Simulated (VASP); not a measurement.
The system is Ta.

```
Ta
1.0
    -1.68367    1.68367    1.68367
     1.68367   -1.68367    1.68367
     1.68367    1.68367   -1.68367
Ta
1
Direct
  0.00000 0.00000 0.00000
```

Base run:

- Program: VASP 6.6.1
- Functional: LDA
- Potentials or basis: VASP PAW LDA potentials, release 64 (Ta_sv_GW)
- Cutoff: 500 eV
- k mesh: 11 × 11 × 11
- Occupations: fermi-dirac, width 0.05 eV
- Spin: no spin polarisation

Its results: pressure -19.4 GPa.

The run is repeated on the same cell with these changes: potentials or basis from VASP PAW LDA potentials, release 64 (Ta_sv_GW) to VASP PAW LDA potentials, release 64 (Ta_pv); cutoff from 500 eV to 520 eV; valence electrons from 13 to 11. What comes out?

Pressure -18.3 GPa.
